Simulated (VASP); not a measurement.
# SnO2 (P4_2/mnm) in VASP: further runs

Runs on SnO2. Level: LDA. Tasks: single point, relaxation of cell and atoms.

All numbers are computed with VASP 6.6.1; they aren't measurements. Logs are shortened: lines on timing, memory, paths and dates and some standing lists are left out, and cuts for length are marked.

**1. The cell of the first run**

It takes space group P4_2/mnm (No. 136, tetragonal). The conventional cell has a = 4.722 Å, b = 4.722 Å, c = 3.190 Å, α = 90.00°, β = 90.00°, γ = 90.00°. Within 2.7 Å of Sn (site symmetry mmm) lie 6 O at 2.04 to 2.05 Å. O (site symmetry m2m) has 3 Sn at 2.04 to 2.05 Å and 1 O at 2.59 Å within 2.7 Å.

**2. Single point, LDA**

Input file INCAR:

```
  PREC = Accurate
  ENCUT = 520
  EDIFF = 1E-6
  ISMEAR = 0
  SIGMA = 0.02
  LREAL = False
  LASPH = True
  NELM = 60
  ALGO = Normal
  ISIF = 2
  LWAVE = False
  LCHARG = False
  GGA = CA
  NBANDS = 35
```

Input file KPOINTS:

```
regular mesh
0
Gamma
  6 6 8
```

Input file POSCAR:

```
SnO2
1.0
    4.7223571441      0.0000000000      0.0000000000
    0.0000000000      4.7223571441      0.0000000000
    0.0000000000      0.0000000000      3.1904448296
Sn O
2 4
Direct
    0.0000000000      0.0000000000      0.0000000000
    0.5000000000      0.5000000000      0.5000000000
    0.3060667936      0.3060667936      0.0000000000
    0.1939332064      0.8060667936      0.5000000000
    0.6939332064      0.6939332064      0.0000000000
    0.8060667936      0.1939332064      0.5000000000
```

Potentials or basis: VASP PAW LDA potentials, release 64 (Sn_d, O).

The run is started by

```sh
> cat potpaw_LDA.64/Sn_d/POTCAR potpaw_LDA.64/O/POTCAR > POTCAR
> mpirun -np 1 vasp_std > vasp.out
```

OUTCAR:

```text
PREC = Accurate
   ENCUT = 520
   EDIFF = 1E-6
   ISMEAR = 0
   LREAL = False
   LASPH = True
   NELM = 60
   ISIF = 2
   GGA = CA

 ion  position               nearest neighbor table
   1  0.000  0.000  0.000-   3 2.04   5 2.04   4 2.05   6 2.05   4 2.05   6 2.05   2 3.70   2 3.70
                             2 3.70   2 3.70   2 3.70   2 3.70   2 3.70   2 3.70
   2  0.500  0.500  0.500-   4 2.04   6 2.04   5 2.05   3 2.05   3 2.05   5 2.05   1 3.70   1 3.70
                             1 3.70   1 3.70   1 3.70   1 3.70   1 3.70   1 3.70
   3  0.306  0.306  0.000-   1 2.04   2 2.05   2 2.05
   4  0.194  0.806  0.500-   2 2.04   1 2.05   1 2.05
   5  0.694  0.694  0.000-   1 2.04   2 2.05   2 2.05
   6  0.806  0.194  0.500-   2 2.04   1 2.05   1 2.05

  LATTYP: Found a simple tetragonal cell.
 ALAT       =     4.7223571441
 C/A-ratio  =     0.6756043078

  Lattice vectors:

 A1 = (   4.7223571441,   0.0000000000,   0.0000000000)
 A2 = (   0.0000000000,   4.7223571441,   0.0000000000)
 A3 = (   0.0000000000,   0.0000000000,   3.1904448296)

Analysis of symmetry for initial positions (statically):
=====================================================================
 Subroutine PRICEL returns:
 Original cell was already a primitive cell.

 Routine SETGRP: Setting up the symmetry group for a
 simple tetragonal supercell.

 Subroutine GETGRP returns: Found 16 space group operations
 (whereof  8 operations were pure point group operations)
 out of a pool of 16 trial point group operations.

The static configuration has the point symmetry D_2h.
 The point group associated with its full space group is D_4h.

Analysis of symmetry for dynamics (positions and initial velocities):
=====================================================================
 Subroutine PRICEL returns:
 Original cell was already a primitive cell.

 Routine SETGRP: Setting up the symmetry group for a
 simple tetragonal supercell.

 Subroutine GETGRP returns: Found 16 space group operations
 (whereof  8 operations were pure point group operations)
 out of a pool of 16 trial point group operations.

The dynamic configuration has the point symmetry D_2h.
 The point group associated with its full space group is D_4h.

 Subroutine INISYM returns: Found 16 space group operations
 (whereof  8 operations are pure point group operations),
 and found     1 'primitive' translations

----------------------------------------------------------------------------------------

                                     Primitive cell

  volume of cell :      71.1490

  direct lattice vectors                    reciprocal lattice vectors
     4.722357144  0.000000000  0.000000000     0.211758656  0.000000000  0.000000000
     0.000000000  4.722357144  0.000000000     0.000000000  0.211758656  0.000000000
     0.000000000  0.000000000  3.190444830     0.000000000  0.000000000  0.313435917

  length of vectors
     4.722357144  4.722357144  3.190444830     0.211758656  0.211758656  0.313435917

  position of ions in fractional coordinates (direct lattice)
     0.000000000  0.000000000  0.000000000
     0.500000000  0.500000000  0.500000000
     0.306066794  0.306066794  0.000000000
     0.193933206  0.806066794  0.500000000
     0.693933206  0.693933206  0.000000000
     0.806066794  0.193933206  0.500000000

  ion indices of the primitive-cell ions
   primitive index   ion index
                 1           1
                 2           2
                 3           3
                 4           4
                 5           5
                 6           6

----------------------------------------------------------------------------------------

 KPOINTS: regular mesh

Automatic generation of k-mesh.
 Grid dimensions read from file:
 generate k-points for:    6    6    8

 Generating k-lattice:

  Cartesian coordinates                     Fractional coordinates (reciprocal lattice)
     0.035293109  0.000000000  0.000000000     0.166666667  0.000000000  0.000000000
     0.000000000  0.035293109  0.000000000     0.000000000  0.166666667  0.000000000
     0.000000000  0.000000000  0.039179490     0.000000000  0.000000000  0.125000000

  Length of vectors
     0.035293109  0.035293109  0.039179490

  Shift w.r.t. Gamma in fractional coordinates (k-lattice)
     0.000000000  0.000000000  0.000000000

 Subroutine IBZKPT returns following result:
 ===========================================

 Found     50 irreducible k-points:

 Following reciprocal coordinates:
            Coordinates               Weight
  0.000000  0.000000  0.000000      1.000000
  0.166667  0.000000  0.000000      4.000000
  0.333333  0.000000  0.000000      4.000000
  0.500000  0.000000  0.000000      2.000000
  0.166667  0.166667  0.000000      4.000000
  0.333333  0.166667  0.000000      8.000000
[... 16 lines left out ...]
  0.333333  0.000000  0.250000      8.000000
  0.500000  0.000000  0.250000      4.000000
 [... further k-points ...]
   k-points           NKPTS =     50   k-points in BZ     NKDIM =     50   number of bands    NBANDS=     35
   number of dos      NEDOS =    301   number of ions     NIONS =      6
   total plane-waves  NPLWV =  31104
   dimension x,y,z NGX =    36 NGY =   36 NGZ =   24
   dimension x,y,z NGXF=    72 NGYF=   72 NGZF=   48
   ions per type =               2   4
   NGX,Y,Z   is equivalent  to a cutoff of  12.67, 12.67, 12.51 a.u.
   NGXF,Y,Z  is equivalent  to a cutoff of  25.35, 25.35, 25.01 a.u.
 SYSTEM =  unknown system
   PREC   = accura    normal or accurate (medium, high low for compatibility)
   ISTART =      0    job   : 0-new  1-cont  2-samecut
   ICHARG =      2    charge: 1-file 2-atom 10-const
   ISPIN  =      1    spin polarized calculation?
   LNONCOLLINEAR =      F non collinear calculations
   LSORBIT =      F    spin-orbit coupling
   LASPH  =      T    aspherical Exc in radial PAW
   ENCUT  =  520.0 eV  38.22 Ry    6.18 a.u.   8.78  8.78  5.93*2*pi/ulx,y,z
   NELM   =     60;   NELMIN=  2; NELMDL= -5     # of ELM steps
   EDIFF  = 0.1E-05   stopping-criterion for ELM
   LREAL  =      F    real-space projection
   EDIFFG = 0.1E-04   stopping-criterion for IOM
   NSW    =      0    number of steps for IOM
   IBRION =     -1    ionic relax: 0-MD 1-quasi-New 2-CG
   NFREE  =      0    steps in history (QN), initial steepest desc. (CG)
   ISIF   =      2    stress and relaxation
   ISYM   =      2    0-nonsym 1-usesym 2-fastsym
   POTIM  = 0.5000    time-step for ionic-motion
   TEBEG  =    0.0;   TEEND  =   0.0 temperature during run
   PSTRESS=    0.0 pullay stress
   NELECT =      52.0000    total number of electrons
   NUPDOWN=      -1.0000    fix difference up-down
   EMIN   =  10.00;   EMAX   =-10.00  energy-range for DOS
   EFERMI =   0.00;   METHOD = LEGACY
   ISMEAR =     0;   SIGMA  =   0.02  broadening in eV -4-tet -1-fermi 0-gaus
   EFERMI_NEDOS =   21; number of points for ismear=-14 and -15
   IALGO  =     38    algorithm
   IMIX   =      4    mixing-type and parameters
     AMIX     =   0.40;   BMIX     =  1.00
     AMIX_MAG =   1.60;   BMIX_MAG =  1.00
  volume/ion in A,a.u.               =      11.86        80.02
  Fermi-wavevector in a.u.,A,eV,Ry     =   1.474641  2.786667 29.586769  2.174566
  Thomas-Fermi vector in A             =   2.589388
   LORBIT       =      0    0 simple, 1 ext, 2 COOP (PROOUT), +10 PAW based schemes
   GGA     = CA    functional components
   LHFCALC =     F    Hartree Fock is set to
   AEXX    =    0.0000 exact exchange contribution
   IVDW    =     0    specifies the selected vdW correction
   LEPSILON=     F    determine dielectric tensor
   LRPA    =     F    only Hartree local field effects (RPA)
 non-spin polarized calculation
 Gauss-broadening in eV      SIGMA  =   0.02
  energy-cutoff  :      520.00
  volume of cell :       71.15
 maximum number of plane-waves:      1944
 NGX is ok and might be reduce to    36
   NGX = 17   NGY = 17   NGZ = 11

 number of electron      51.9999987 magnetization

 Free energy of the ion-electron system (eV)
  ---------------------------------------------------
  ext. energy  EPLUGINS =         0.00000000
  ---------------------------------------------------
  free energy    TOTEN  =       -42.27989560 eV

  energy without entropy =      -42.27989560  energy(sigma->0) =      -42.27989560

 E-fermi :   6.0173     XC(G=0): -11.8310

 val. band max:        5.9343834046   @ k =   0.0000   0.0000   0.0000
 cond. band min:       7.1302372310   @ k =   0.0000   0.0000   0.0000
 fundamental gap:      1.1958538264
 Fermi energy:         6.0172943013

 k-point     1 :       0.0000    0.0000    0.0000
  band No.  band energies     occupation
      1     -15.0835      2.00000
      2     -14.3032      2.00000
      3     -14.0287      2.00000
      4     -14.0096      2.00000
      5     -14.0096      2.00000
      6     -13.9319      2.00000
[... 27 lines left out ...]
     34      17.9048      0.00000
     35      18.3165      0.00000

 k-point     2 :       0.1667    0.0000    0.0000
  band No.  band energies     occupation
      1     -15.0406      2.00000
      2     -14.3521      2.00000
      3     -14.0283      2.00000
      4     -14.0076      2.00000
      5     -14.0074      2.00000
      6     -13.9672      2.00000
[... 27 lines left out ...]
     34      17.8896      0.00000
     35      18.2720      0.00000

 k-point     3 :       0.3333    0.0000    0.0000
  band No.  band energies     occupation
      1     -14.9160      2.00000
      2     -14.5112      2.00000
      3     -14.0271      2.00000
      4     -14.0096      2.00000
      5     -14.0033      2.00000
      6     -14.0031      2.00000
[... 27 lines left out ...]
     34      17.9483      0.00000
     35      18.2116      0.00000
[... 723 lines left out ...]
 k-point    23 :       0.3333    0.0000    0.2500
  band No.  band energies     occupation
      1     -14.7997      2.00000
      2     -14.6501      2.00000
      3     -14.3094      2.00000
      4     -14.0892      2.00000
      5     -13.9123      2.00000
      6     -13.9050      2.00000
[... 27 lines left out ...]
     34      17.9188      0.00000
     35      18.1568      0.00000

 k-point    24 :       0.5000    0.0000    0.2500
  band No.  band energies     occupation
      1     -14.7466      2.00000
      2     -14.7466      2.00000
      3     -14.1855      2.00000
      4     -14.1855      2.00000
      5     -13.9067      2.00000
      6     -13.9067      2.00000
[... 27 lines left out ...]
     34      18.1238      0.00000
     35      18.3074      0.00000

 [... further k-points ...]

------------------------ aborting loop because EDIFF is reached ----------------------------------------

  FORCE on cell =-STRESS in cart. coord.  units (eV):
  Direction    XX          YY          ZZ          XY          YZ          ZX
  --------------------------------------------------------------------------------------
  -------------------------------------------------------------------------------------
  Total        0.4110402      0.4110402      0.6135180     -0.0000000      0.0000000      0.0000000
  in kB        9.2560564      9.2560564     13.8155751     -0.0000000      0.0000000      0.0000000
  external PRESSURE =      10.7758960 kB  Pullay stress =       0.0000000 kB

 VOLUME and BASIS-vectors are now :
 -----------------------------------------------------------------------------
  energy-cutoff  :      520.00
  volume of cell :       71.15
      direct lattice vectors                 reciprocal lattice vectors
     4.722357144  0.000000000  0.000000000     0.211758656  0.000000000  0.000000000
     0.000000000  4.722357144  0.000000000     0.000000000  0.211758656  0.000000000
     0.000000000  0.000000000  3.190444830     0.000000000  0.000000000  0.313435917

 POSITION                                       TOTAL-FORCE (eV/Angst)
 -----------------------------------------------------------------------------------
      0.00000      0.00000      0.00000         0.000000      0.000000      0.000000
      2.36118      2.36118      1.59522         0.000000      0.000000      0.000000
      1.44536      1.44536      0.00000        -0.014594     -0.014594      0.000000
      0.91582      3.80654      1.59522         0.014594     -0.014594      0.000000
      3.27700      3.27700      0.00000         0.014594      0.014594     -0.000000
      3.80654      0.91582      1.59522        -0.014594      0.014594     -0.000000
 -----------------------------------------------------------------------------------
    total drift:                                0.000000      0.000000      0.000000

  FREE ENERGIE OF THE ION-ELECTRON SYSTEM (eV)
  ---------------------------------------------------
  free  energy   TOTEN  =       -42.2798955994 eV

  energy  without entropy=      -42.2798955994  energy(sigma->0) =      -42.27989560
```

It took 79 s on 1 thread of Intel Xeon Platinum 8488C (Sapphire Rapids), shared host; peak memory 0.22 GiB.

Results:

| Quantity | Value |
| --- | --- |
| Free energy | -42.2799 eV |
| Pressure | 1.1 GPa |
| Largest force | 0.021 eV/Å |
| Band gap on the k mesh | 1.20 eV |

Forces on the atoms (eV/Å):
```
Sn   0.000  0.000  0.000
Sn   0.000  0.000  0.000
O   -0.015 -0.015  0.000
O    0.015 -0.015  0.000
O    0.015  0.015  0.000
O   -0.015  0.015  0.000
```

Levels at points of the mesh, in eV from the valence-band top:
| k point | band 23 | band 24 | band 25 | band 26 | band 27 | band 28 | band 29 | band 30 |
| --- | --- | --- | --- | --- | --- | --- | --- | --- |
| (0.00, 0.00, 0.00) | -1.28 | -0.81 | -0.81 | 0.00 | 1.20 | 5.96 | 6.08 | 6.08 |
| (0.50, 0.00, 0.00) | -1.24 | -1.24 | -0.65 | -0.65 | 4.36 | 4.36 | 6.83 | 6.83 |
| (0.50, 0.50, 0.00) | -1.36 | -1.36 | -0.92 | -0.92 | 4.74 | 4.74 | 7.32 | 7.32 |
| (0.00, 0.00, 0.50) | -1.73 | -1.73 | -1.29 | -1.29 | 6.07 | 6.07 | 9.54 | 9.54 |
| (0.50, 0.00, 0.50) | -1.14 | -1.14 | -0.72 | -0.72 | 6.36 | 6.36 | 7.90 | 7.90 |
| (0.50, 0.50, 0.50) | -0.99 | -0.99 | -0.85 | -0.85 | 4.73 | 4.73 | 8.64 | 8.64 |

Caveat: spin-orbit coupling is left out, which moves the levels of the heavy elements.

**3. Relaxation of cell and atoms, LDA**

This run uses another cell than the first one, of 12.58 Å³/atom.

Input file INCAR:

```
SYSTEM = SnO2
PREC     = Accurate       ! precision mode
ENCUT    = 600            ! plane-wave cutoff, eV
EDIFF    = 1E-7           ! SCF threshold, eV
ISMEAR   = 0              ! smearing method
SIGMA    = 0.02           ! smearing width, eV
LREAL    = .FALSE.        ! projectors in reciprocal space
LASPH    = .TRUE.         ! aspherical terms in the spheres
NELM     = 100            ! most SCF steps
ALGO     = Normal         ! electronic algorithm
ISIF     = 3              ! what is computed and relaxed
LWAVE    = .FALSE.        ! write WAVECAR
LCHARG   = .FALSE.        ! write CHGCAR
IBRION   = 2              ! ionic algorithm
NSW      = 70             ! ionic steps
EDIFFG   = -0.005         ! ionic threshold
```

Input file KPOINTS:

```
Automatic mesh
0
G
  6 6 8
  0 0 0
```

Input file POSCAR:

```
SnO2
1.0
    4.8274196571      0.0000000000      0.0000000000
    0.0000000000      4.8274196571      0.0000000000
    0.0000000000      0.0000000000      3.2380690932
Sn O
2 4
Direct
    0.0000000000      0.0000000000      0.0000000000
    0.5000000000      0.5000000000      0.5000000000
    0.3065442635      0.3065442635      0.0000000000
    0.1934557365      0.8065442635      0.5000000000
    0.6934557365      0.6934557365      0.0000000000
    0.8065442635      0.1934557365      0.5000000000
```

Potentials or basis: VASP PAW LDA potentials, release 64 (Sn_d, O).

The run is started by

```sh
> cat potpaw_LDA.64/Sn_d/POTCAR potpaw_LDA.64/O/POTCAR > POTCAR
> mpirun -np 1 vasp_std > vasp.out
```

OUTCAR:

```text
SYSTEM = SnO2
   PREC = Accurate
   ENCUT = 600
   EDIFF = 1E-7
   ISMEAR = 0
   LREAL = .FALSE.
   LASPH = .TRUE.
   NELM = 100
   ISIF = 3
   IBRION = 2
   NSW = 70
   EDIFFG = -0.005

 ion  position               nearest neighbor table
   1  0.000  0.000  0.000-   4 2.09   6 2.09   4 2.09   6 2.09   5 2.09   3 2.09
   2  0.500  0.500  0.500-   3 2.09   5 2.09   3 2.09   5 2.09   4 2.09   6 2.09
   3  0.307  0.307  0.000-   2 2.09   2 2.09   1 2.09
   4  0.193  0.807  0.500-   1 2.09   1 2.09   2 2.09
   5  0.693  0.693  0.000-   2 2.09   2 2.09   1 2.09
   6  0.807  0.193  0.500-   1 2.09   1 2.09   2 2.09

  LATTYP: Found a simple tetragonal cell.
 ALAT       =     4.8274196571
 C/A-ratio  =     0.6707660248

  Lattice vectors:
[... 392 lines left out ...]

 number of electron      51.9999995 magnetization

 Free energy of the ion-electron system (eV)
  ---------------------------------------------------
  ext. energy  EPLUGINS =         0.00000000
  ---------------------------------------------------
  free energy    TOTEN  =       -42.30261485 eV

  energy without entropy =      -42.30261485  energy(sigma->0) =      -42.30261485

 E-fermi :   6.0438     XC(G=0): -11.8122

 val. band max:        5.8889463703   @ k =   0.0000   0.0000   0.0000
 cond. band min:       7.0406183323   @ k =   0.0000   0.0000   0.0000
 fundamental gap:      1.1516719620
 Fermi energy:         6.0438289664

 k-point     1 :       0.0000    0.0000    0.0000
  band No.  band energies     occupation
      1     -15.1204      2.00000
      2     -14.3459      2.00000
      3     -14.0804      2.00000
      4     -14.0610      2.00000
      5     -14.0610      2.00000
      6     -13.9850      2.00000
[... 805 lines left out ...]
     30      14.3888      0.00000
     31      15.2062      0.00000

 [... further k-points ...]
[... 5 lines left out ...]
  --------------------------------------------------------------------------------------
  -------------------------------------------------------------------------------------
  Total       -0.0066458     -0.0066458      0.0003339      0.0000000      0.0000000      0.0000000
  in kB       -0.1491171     -0.1491171      0.0074919      0.0000000      0.0000000      0.0000000
  external PRESSURE =      -0.0969141 kB  Pullay stress =       0.0000000 kB
[... 21 lines left out ...]
  FREE ENERGIE OF THE ION-ELECTRON SYSTEM (eV)
  ---------------------------------------------------
  free  energy   TOTEN  =       -42.3026148496 eV

  energy  without entropy=      -42.3026148496  energy(sigma->0) =      -42.30261485

 reached required accuracy - stopping structural energy minimisation
```

Wall time 10 min (1 thread of Intel Xeon Platinum 8488C (Sapphire Rapids), shared host); peak memory 0.26 GiB.

Results:

```yaml
Free_energy: -42.3026 eV
Relaxed_volume: 11.90 Å³/atom
Relaxed_cell: a = 4.727 Å, b = 4.727 Å, c = 3.196 Å, α = 90.00°, β = 90.00°, γ = 90.00°
Space_group_after_relaxing_to_0.1_Å: P4_2/mnm (No. 136)
Energy_gained_by_relaxing: 22.1 meV/atom
Ionic_steps: 10
Pressure_after_relaxing: 0.0 GPa
Band_gap_on_the_k_mesh: 1.15 eV
```

Step by step:
```csv
step,energy change (eV),largest force (eV/Å),pressure (GPa),volume (Å³)
1,0.0000,0.0953,-10.06,75.46
2,0.0941,0.5449,16.34,67.16
3,-0.1269,0.1457,-0.28,71.70
4,-0.1269,0.1512,-0.07,71.63
5,-0.1321,0.0144,0.08,71.40
6,-0.1322,0.0280,0.11,71.38
7,-0.1323,0.0116,-0.14,71.45
8,-0.1323,0.0111,-0.15,71.45
9,-0.1324,0.0106,0.08,71.37
10,-0.1324,0.0017,-0.01,71.41
```

Final structure:
```
CELL_PARAMETERS angstrom
4.72672 0.00000 0.00000
0.00000 4.72672 0.00000
0.00000 0.00000 3.19602
ATOMIC_POSITIONS crystal
Sn 0.00000 0.00000 0.00000
Sn 0.50000 0.50000 0.50000
O 0.30605 0.30605 0.00000
O 0.19395 0.80605 0.50000
O 0.69395 0.69395 0.00000
O 0.80605 0.19395 0.50000
```

Caveat: spin-orbit coupling is left out, which moves the levels of the heavy elements. Zero-point motion and thermal expansion aren't in these numbers.
